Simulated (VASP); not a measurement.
# CdF2 (I4/mmm) in VASP: notebook

Runs on CdF2. Level: PBEsol. Tasks: single point.

Everything below comes from runs of VASP 6.6.1. Logs are shortened: lines on timing, memory, paths and dates and some standing lists are left out, and cuts for length are marked.

## 1. The cell of the first run

The structure is tetragonal, space group I4/mmm (No. 139). The conventional cell has a = 3.654 Å, b = 3.654 Å, c = 5.378 Å, α = 90.00°, β = 90.00°, γ = 90.00°. Within 3.0 Å of Cd (site symmetry 4/mmm) lie 8 F at 2.27 Å. F (site symmetry -4m2) has 4 Cd at 2.27 Å and 6 F at 2.58 to 2.69 Å within 3.0 Å.

## 2. Single point, PBEsol (11.97 Å³/atom)

Input file INCAR:

```
ALGO     = Normal         # electronic algorithm
EDIFF    = 1E-7           # SCF threshold, eV
ENCUT    = 520            # plane-wave cutoff, eV
GGA      = PS             # functional
ISIF     = 2              # what is computed and relaxed
ISMEAR   = 0              # smearing method
LASPH    = True           # aspherical terms in the spheres
LCHARG   = False          # write CHGCAR
LREAL    = False          # projectors in reciprocal space
LWAVE    = False          # write WAVECAR
NBANDS   = 20             # bands
NELM     = 60             # most SCF steps
PREC     = Accurate       # precision mode
SIGMA    = 0.05           # smearing width, eV
```

Input file KPOINTS:

```
k-points
0
Gamma
  8 8 8
```

Input file POSCAR:

```
CdF2
1.0
    0.0000000000      2.5835116028      2.6891772273
    2.5835116028      0.0000000000      2.6891772273
    2.5835116028      2.5835116028      0.0000000000
Cd F
1 2
Direct
    0.0000000000      0.0000000000      0.0000000000
    0.2500000000      0.2500000000      0.2500000000
    0.7500000000      0.7500000000      0.7500000000
```

Potentials or basis: VASP PAW PBE potentials, release 64 (Cd, F).

Run with:

```bash
$ cat potpaw_PBE.64/Cd/POTCAR potpaw_PBE.64/F/POTCAR > POTCAR
$ mpirun -np 1 vasp_std > vasp.out
```

OUTCAR:

```text
EDIFF = 1E-7
   ENCUT = 520
   GGA = PS
   ISIF = 2
   ISMEAR = 0
   LASPH = True
   LREAL = False
   NELM = 60
   PREC = Accurate

 ion  position               nearest neighbor table
   1  0.000  0.000  0.000-   3 2.27   3 2.27   3 2.27   2 2.27   3 2.27   2 2.27   2 2.27   2 2.27

   2  0.250  0.250  0.250-   1 2.27   1 2.27   1 2.27   1 2.27
   3  0.750  0.750  0.750-   1 2.27   1 2.27   1 2.27   1 2.27

  LATTYP: Found a body centered tetragonal cell.
 ALAT       =     3.6536371472
 C/A-ratio  =     1.4720548970

  Lattice vectors:

 A1 = (  -2.5835116028,   0.0000000000,   2.6891772273)
 A2 = (   2.5835116028,   0.0000000000,   2.6891772273)
 A3 = (   0.0000000000,   2.5835116028,  -2.6891772273)

Analysis of symmetry for initial positions (statically):
=====================================================================
 Subroutine PRICEL returns:
 Original cell was already a primitive cell.

 Routine SETGRP: Setting up the symmetry group for a
 body centered tetragonal supercell.

 Subroutine GETGRP returns: Found 16 space group operations
 (whereof 16 operations were pure point group operations)
 out of a pool of 16 trial point group operations.

The static configuration has the point symmetry D_4h.

Analysis of symmetry for dynamics (positions and initial velocities):
=====================================================================
 Subroutine PRICEL returns:
 Original cell was already a primitive cell.

 Routine SETGRP: Setting up the symmetry group for a
 body centered tetragonal supercell.

 Subroutine GETGRP returns: Found 16 space group operations
 (whereof 16 operations were pure point group operations)
 out of a pool of 16 trial point group operations.

The dynamic configuration has the point symmetry D_4h.

 Subroutine INISYM returns: Found 16 space group operations
 (whereof 16 operations are pure point group operations),
 and found     1 'primitive' translations

----------------------------------------------------------------------------------------

                                     Primitive cell

  volume of cell :      35.8980

  direct lattice vectors                    reciprocal lattice vectors
     0.000000000  2.583511603  2.689177227    -0.193535032  0.193535032  0.185930475
     2.583511603  0.000000000  2.689177227     0.193535032 -0.193535032  0.185930475
     2.583511603  2.583511603  0.000000000     0.193535032  0.193535032 -0.185930475

  length of vectors
     3.729102621  3.729102621  3.653637147     0.330880278  0.330880278  0.330880278

  position of ions in fractional coordinates (direct lattice)
     0.000000000  0.000000000  0.000000000
     0.250000000  0.250000000  0.250000000
     0.750000000  0.750000000  0.750000000

  ion indices of the primitive-cell ions
   primitive index   ion index
                 1           1
                 2           2
                 3           3

----------------------------------------------------------------------------------------

 KPOINTS: k-points

Automatic generation of k-mesh.
 Grid dimensions read from file:
 generate k-points for:    8    8    8

 Generating k-lattice:

  Cartesian coordinates                     Fractional coordinates (reciprocal lattice)
    -0.024191879  0.024191879  0.023241309     0.125000000  0.000000000  0.000000000
     0.024191879 -0.024191879  0.023241309     0.000000000  0.125000000  0.000000000
     0.024191879  0.024191879 -0.023241309     0.000000000  0.000000000  0.125000000

  Length of vectors
     0.041360035  0.041360035  0.041360035

  Shift w.r.t. Gamma in fractional coordinates (k-lattice)
     0.000000000  0.000000000  0.000000000

 Subroutine IBZKPT returns following result:
 ===========================================

 Found     59 irreducible k-points:

 Following reciprocal coordinates:
            Coordinates               Weight
  0.000000  0.000000  0.000000      1.000000
  0.125000  0.000000  0.000000      8.000000
  0.250000  0.000000  0.000000      8.000000
  0.375000  0.000000  0.000000      8.000000
  0.500000  0.000000  0.000000      4.000000
  0.125000  0.125000  0.000000      2.000000
[... 16 lines left out ...]
  0.250000  0.000000  0.125000     16.000000
  0.375000  0.000000  0.125000     16.000000
 [... further k-points ...]
   k-points           NKPTS =     59   k-points in BZ     NKDIM =     59   number of bands    NBANDS=     20
   number of dos      NEDOS =    301   number of ions     NIONS =      3
   total plane-waves  NPLWV =  21952
   dimension x,y,z NGX =    28 NGY =   28 NGZ =   28
   dimension x,y,z NGXF=    56 NGYF=   56 NGZF=   56
   ions per type =               1   2
   NGX,Y,Z   is equivalent  to a cutoff of  12.48, 12.48, 12.74 a.u.
   NGXF,Y,Z  is equivalent  to a cutoff of  24.97, 24.97, 25.48 a.u.
 SYSTEM =  unknown system
   PREC   = accura    normal or accurate (medium, high low for compatibility)
   ISTART =      0    job   : 0-new  1-cont  2-samecut
   ICHARG =      2    charge: 1-file 2-atom 10-const
   ISPIN  =      1    spin polarized calculation?
   LNONCOLLINEAR =      F non collinear calculations
   LSORBIT =      F    spin-orbit coupling
   LASPH  =      T    aspherical Exc in radial PAW
   ENCUT  =  520.0 eV  38.22 Ry    6.18 a.u.   6.93  6.93  6.79*2*pi/ulx,y,z
   NELM   =     60;   NELMIN=  2; NELMDL= -5     # of ELM steps
   EDIFF  = 0.1E-06   stopping-criterion for ELM
   LREAL  =      F    real-space projection
   EDIFFG = 0.1E-05   stopping-criterion for IOM
   NSW    =      0    number of steps for IOM
   IBRION =     -1    ionic relax: 0-MD 1-quasi-New 2-CG
   NFREE  =      0    steps in history (QN), initial steepest desc. (CG)
   ISIF   =      2    stress and relaxation
   ISYM   =      2    0-nonsym 1-usesym 2-fastsym
   POTIM  = 0.5000    time-step for ionic-motion
   TEBEG  =    0.0;   TEEND  =   0.0 temperature during run
   PSTRESS=    0.0 pullay stress
   NELECT =      26.0000    total number of electrons
   NUPDOWN=      -1.0000    fix difference up-down
   EMIN   =  10.00;   EMAX   =-10.00  energy-range for DOS
   EFERMI =   0.00;   METHOD = LEGACY
   ISMEAR =     0;   SIGMA  =   0.05  broadening in eV -4-tet -1-fermi 0-gaus
   EFERMI_NEDOS =   21; number of points for ismear=-14 and -15
   IALGO  =     38    algorithm
   IMIX   =      4    mixing-type and parameters
     AMIX     =   0.40;   BMIX     =  1.00
     AMIX_MAG =   1.60;   BMIX_MAG =  1.00
  volume/ion in A,a.u.               =      11.97        80.75
  Fermi-wavevector in a.u.,A,eV,Ry     =   1.470198  2.778272 29.408755  2.161483
  Thomas-Fermi vector in A             =   2.585484
   LORBIT       =      0    0 simple, 1 ext, 2 COOP (PROOUT), +10 PAW based schemes
   GGA     = PS    functional components
   LHFCALC =     F    Hartree Fock is set to
   AEXX    =    0.0000 exact exchange contribution
   IVDW    =     0    specifies the selected vdW correction
   LEPSILON=     F    determine dielectric tensor
   LRPA    =     F    only Hartree local field effects (RPA)
 non-spin polarized calculation
 Gauss-broadening in eV      SIGMA  =   0.05
  energy-cutoff  :      520.00
  volume of cell :       35.90
 maximum number of plane-waves:       985
   NGX = 13   NGY = 13   NGZ = 13

 number of electron      26.0000012 magnetization

 Free energy of the ion-electron system (eV)
  ---------------------------------------------------
  ext. energy  EPLUGINS =         0.00000000
  ---------------------------------------------------
  free energy    TOTEN  =       -11.45280109 eV

  energy without entropy =      -11.45280109  energy(sigma->0) =      -11.45280109

 E-fermi :  -0.3741     XC(G=0): -11.1955

 val. band max:       -0.7152833888   @ k =  -0.2500   0.2500   0.5000
 cond. band min:       2.4332943443   @ k =   0.0000   0.0000   0.0000
 fundamental gap:      3.1485777332
 Fermi energy:        -0.3741288450

 k-point     1 :       0.0000    0.0000    0.0000
  band No.  band energies     occupation
      1     -21.9926      2.00000
      2     -20.5774      2.00000
      3      -6.7311      2.00000
      4      -6.7170      2.00000
      5      -6.7170      2.00000
      6      -5.0787      2.00000
[... 12 lines left out ...]
     19      19.0844      0.00000
     20      20.0100      0.00000

 k-point     2 :       0.1250    0.0000    0.0000
  band No.  band energies     occupation
      1     -21.9293      2.00000
      2     -20.6360      2.00000
      3      -6.6562      2.00000
      4      -6.6405      2.00000
      5      -6.5159      2.00000
      6      -5.1070      2.00000
[... 12 lines left out ...]
     19      18.7315      0.00000
     20      19.6098      0.00000

 k-point     3 :       0.2500    0.0000    0.0000
  band No.  band energies     occupation
      1     -21.7576      2.00000
      2     -20.7930      2.00000
      3      -6.4931      2.00000
      4      -6.4574      2.00000
      5      -5.9566      2.00000
      6      -5.1300      2.00000
[... 12 lines left out ...]
     19      18.8975      0.00000
     20      19.4906      0.00000

 k-point     4 :       0.3750    0.0000    0.0000
  band No.  band energies     occupation
      1     -21.5227      2.00000
      2     -21.0080      2.00000
      3      -6.3589      2.00000
      4      -6.2939      2.00000
      5      -5.2141      2.00000
      6      -5.0610      2.00000
[... 12 lines left out ...]
     19      18.3142      0.00000
     20      18.9217      0.00000

 k-point     5 :       0.5000    0.0000    0.0000
  band No.  band energies     occupation
      1     -21.3137      2.00000
      2     -21.2068      2.00000
      3      -6.3183      2.00000
      4      -6.2397      2.00000
      5      -4.9887      2.00000
      6      -4.9711      2.00000
[... 12 lines left out ...]
     19      18.0634      0.00000
     20      18.5142      0.00000

 k-point     6 :       0.1250    0.1250    0.0000
  band No.  band energies     occupation
      1     -21.9197      2.00000
      2     -20.6416      2.00000
      3      -6.6102      2.00000
      4      -6.6102      2.00000
      5      -6.4751      2.00000
      6      -5.2120      2.00000
[... 12 lines left out ...]
     19      19.2149      0.00000
     20      20.1215      0.00000

 k-point     7 :       0.2500    0.1250    0.0000
  band No.  band energies     occupation
      1     -21.7977      2.00000
      2     -20.7482      2.00000
      3      -6.4667      2.00000
      4      -6.4497      2.00000
      5      -6.0442      2.00000
      6      -5.3489      2.00000
[... 12 lines left out ...]
     19      19.8615      0.00000
     20      20.5927      0.00000
[... 277 lines left out ...]
 k-point    20 :      -0.3750    0.3750    0.0000
  band No.  band energies     occupation
      1     -21.3596      2.00000
      2     -21.1062      2.00000
      3      -6.3153      2.00000
      4      -5.5879      2.00000
      5      -5.2345      2.00000
      6      -5.2203      2.00000
[... 12 lines left out ...]
     19      20.4526      0.00000
     20      20.7829      0.00000

 k-point    21 :       0.5000    0.5000    0.0000
  band No.  band energies     occupation
      1     -21.4647      2.00000
      2     -20.9886      2.00000
      3      -6.6099      2.00000
      4      -5.4191      2.00000
      5      -5.4191      2.00000
      6      -4.9167      2.00000
[... 12 lines left out ...]
     19      19.1065      0.00000
     20      21.0892      0.00000

 k-point    22 :       0.1250    0.0000    0.1250
  band No.  band energies     occupation
      1     -21.9044      2.00000
      2     -20.6590      2.00000
      3      -6.6263      2.00000
      4      -6.6228      2.00000
      5      -6.4363      2.00000
      6      -5.1842      2.00000
[... 12 lines left out ...]
     19      19.3371      0.00000
     20      19.7600      0.00000

 k-point    23 :       0.2500    0.0000    0.1250
  band No.  band energies     occupation
      1     -21.7687      2.00000
      2     -20.7811      2.00000
      3      -6.4773      2.00000
      4      -6.4595      2.00000
      5      -6.0083      2.00000
      6      -5.3293      2.00000
[... 12 lines left out ...]
     19      19.2633      0.00000
     20      20.9053      0.00000

 k-point    24 :       0.3750    0.0000    0.1250
  band No.  band energies     occupation
      1     -21.5598      2.00000
      2     -20.9667      2.00000
      3      -6.3098      2.00000
      4      -6.2786      2.00000
      5      -5.3856      2.00000
      6      -5.3384      2.00000
[... 12 lines left out ...]
     19      18.7499      0.00000
     20      20.8607      0.00000

 [... further k-points ...]

------------------------ aborting loop because EDIFF is reached ----------------------------------------

  FORCE on cell =-STRESS in cart. coord.  units (eV):
  Direction    XX          YY          ZZ          XY          YZ          ZX
  --------------------------------------------------------------------------------------
  -------------------------------------------------------------------------------------
  Total        3.0952840      3.0952840      2.0799887      0.0000000      0.0000000     -0.0000000
  in kB      138.1468004    138.1468004     92.8327670      0.0000000      0.0000000     -0.0000000
  external PRESSURE =     123.0421226 kB  Pullay stress =       0.0000000 kB

 VOLUME and BASIS-vectors are now :
 -----------------------------------------------------------------------------
  energy-cutoff  :      520.00
  volume of cell :       35.90
      direct lattice vectors                 reciprocal lattice vectors
     0.000000000  2.583511603  2.689177227    -0.193535032  0.193535032  0.185930475
     2.583511603  0.000000000  2.689177227     0.193535032 -0.193535032  0.185930475
     2.583511603  2.583511603  0.000000000     0.193535032  0.193535032 -0.185930475

 POSITION                                       TOTAL-FORCE (eV/Angst)
 -----------------------------------------------------------------------------------
      0.00000      0.00000      0.00000         0.000000     -0.000000      0.000000
      1.29176      1.29176      1.34459        -0.000000     -0.000000      0.000000
      3.87527      3.87527      4.03377         0.000000      0.000000      0.000000
 -----------------------------------------------------------------------------------
    total drift:                                0.000000      0.000000      0.000000

  FREE ENERGIE OF THE ION-ELECTRON SYSTEM (eV)
  ---------------------------------------------------
  free  energy   TOTEN  =       -11.4528010923 eV

  energy  without entropy=      -11.4528010923  energy(sigma->0) =      -11.45280109
```

Wall time 64 s (1 thread of Intel Xeon 8259CL, shared host); peak memory 0.18 GiB.

What came out:

```yaml
Free_energy: -11.4528 eV
Pressure: 12.3 GPa
Band_gap_on_the_k_mesh: 3.15 eV (least direct gap 3.47 eV)
```

Levels at points of the mesh, in eV from the valence-band top:
```
           k point  band 9  band 10  band 11  band 12  band 13  band 14  band 15  band 16  band 17  band 18
(0.00, 0.00, 0.00)   -1.13    -1.13    -0.44    -0.44    -0.32     3.15    12.82    12.82    12.91    18.11
(0.50, 0.00, 0.00)   -2.77    -2.31    -2.21    -0.36    -0.35     7.66     9.16    14.87    15.20    18.31
(0.50, 0.50, 0.00)   -3.49    -3.31    -0.88    -0.09    -0.09     8.57     9.99    11.80    14.97    14.97
(0.50, 0.00, 0.50)   -3.49    -3.17    -0.63    -0.19    -0.08     8.50     9.84    11.82    14.51    15.04
```

Caveat: the cell stands under pressure; the PAW data sets were made with another functional, which shifts forces and pressure a little. As with any semilocal functional, this PBEsol gap is likely too small.

## 3. Single point, PBEsol (11.97 Å³/atom)

Input file INCAR:

```
ALGO = Normal
EDIFF = 1E-7
ENCUT = 520
GGA = PS
ISIF = 2
ISMEAR = 0
LASPH = T
LCHARG = T
LELF = T
LREAL = F
LVHAR = T
LWAVE = F
NBANDS = 20
NELM = 100
PREC = Accurate
SIGMA = 0.05
```

KPOINTS is that of step 2.

Input file POSCAR:

```
CdF2
1.0
    0.0000000000      2.6357761249      2.5835877577
    2.6357761249      0.0000000000      2.5835877577
    2.6357761249      2.6357761249      0.0000000000
Cd F
1 2
Direct
    0.0000000000      0.0000000000      0.0000000000
    0.2500000000      0.2500000000      0.2500000000
    0.7500000000      0.7500000000      0.7500000000
```

Potentials or basis: VASP PAW PBE potentials, release 64 (Cd, F).

Run with:

```bash
$ cat potpaw_PBE.64/Cd/POTCAR potpaw_PBE.64/F/POTCAR > POTCAR
$ mpirun -np 1 vasp_std > vasp.out
```

Run time: 65 s. Hardware: 1 thread of Intel Xeon 8259CL, shared host; peak memory 0.18 GiB.

It converged, with:

| Quantity | Value |
| --- | --- |
| Free energy | -11.4629 eV |
| Pressure | 12.3 GPa |
| Band gap on the k mesh | 3.18 eV (least direct gap 3.54 eV) |

Stress tensor (GPa, compression positive):
```
11.57  0.00  0.00
 0.00 11.57  0.00
 0.00  0.00 13.88
```

Levels at points of the mesh, in eV from the valence-band top:
| k point | band 10 | band 11 | band 12 | band 13 | band 14 | band 15 | band 16 | band 17 |
| --- | --- | --- | --- | --- | --- | --- | --- | --- |
| (0.00, 0.00, 0.00) | -1.12 | -0.42 | -0.36 | -0.36 | 3.18 | 12.84 | 12.88 | 12.88 |
| (0.50, 0.00, 0.00) | -2.27 | -2.22 | -0.34 | -0.33 | 7.69 | 9.20 | 14.96 | 15.13 |
| (0.50, 0.50, 0.00) | -3.16 | -0.62 | -0.13 | -0.13 | 8.52 | 9.88 | 11.84 | 14.79 |
| (0.50, 0.00, 0.50) | -3.22 | -0.75 | -0.13 | -0.07 | 8.58 | 9.93 | 11.81 | 14.77 |

Caveat: the cell stands under pressure; the PAW data sets were made with another functional, which shifts forces and pressure a little.

## 4. Single point, PBEsol (11.97 Å³/atom)

Input file INCAR:

```
ALGO = Normal ; EDIFF = 1E-6
ENCUT = 520 ; GGA = PS
ISIF = 2 ; ISMEAR = 0
LASPH = T ; LCHARG = F
LREAL = F ; LWAVE = F
NBANDS = 20 ; NELM = 60
PREC = Accurate ; SIGMA = 0.05
```

KPOINTS is that of step 3.

Input file POSCAR:

```
CdF2
1.0
    0.0000000000      2.6008680088      2.6534055426
    2.6008680088      0.0000000000      2.6534055426
    2.6008680088      2.6008680088      0.0000000000
Cd F
1 2
Direct
    0.0000000000      0.0000000000      0.0000000000
    0.2500000000      0.2500000000      0.2500000000
    0.7500000000      0.7500000000      0.7500000000
```

Run with:

```bash
$ cat potpaw_PBE.64/Cd/POTCAR potpaw_PBE.64/F/POTCAR > POTCAR
$ mpirun -np 1 vasp_std > vasp.out
```

Run time: 58 s. Hardware: 1 thread of Intel Xeon 8259CL, shared host; peak memory 0.18 GiB.

It converged, with:

| Quantity | Value |
| --- | --- |
| Free energy | -11.4630 eV |
| Pressure | 12.3 GPa |
| Band gap on the k mesh | 3.18 eV (least direct gap 3.52 eV) |

Stress tensor (GPa, compression positive):
```
13.09  0.00  0.00
 0.00 13.09  0.00
 0.00  0.00 10.82
```

Levels at points of the mesh, in eV from the valence-band top:
```
           k point  band 9  band 10  band 11  band 12  band 13  band 14  band 15  band 16  band 17  band 18
(0.00, 0.00, 0.00)   -1.18    -1.18    -0.40    -0.40    -0.34     3.18    12.85    12.85    12.89    18.12
(0.50, 0.00, 0.00)   -2.75    -2.27    -2.22    -0.34    -0.33     7.69     9.20    14.96    15.13    18.44
(0.50, 0.50, 0.00)   -3.50    -3.25    -0.79    -0.10    -0.10     8.58     9.96    11.81    14.93    14.93
(0.50, 0.00, 0.50)   -3.50    -3.18    -0.66    -0.15    -0.09     8.54     9.89    11.82    14.70    14.96
```

Caveat: the cell stands under pressure; the PAW data sets were made with another functional, which shifts forces and pressure a little. A k mesh can miss the band edges.

## 5. The runs side by side

| cell | gap on the mesh (eV) | pressure (GPa) |
| --- | --- | --- |
| a = 3.729, b = 3.729, c = 3.654 Å, angles 60.7, 60.7, 58.7°, 3 atoms | 3.15 | 12.3 |
| a = 3.691, b = 3.691, c = 3.728 Å, angles 59.7, 59.7, 60.7°, 3 atoms | 3.18 | 12.3 |
| a = 3.716, b = 3.716, c = 3.678 Å, angles 60.3, 60.3, 59.3°, 3 atoms | 3.18 | 12.3 |

Alike in all rows: task single point; level PBEsol; potentials or basis VASP PAW PBE potentials, release 64 (Cd, F); no spin polarisation; k mesh 8 × 8 × 8; cutoff (eV) 520; smearing gaussian 0.05 eV.

Caveats: the cell stands under pressure; the PAW data sets were made with another functional, which shifts forces and pressure a little.

Total energies depend on the potentials used, so only differences within one code and one set of settings carry meaning.
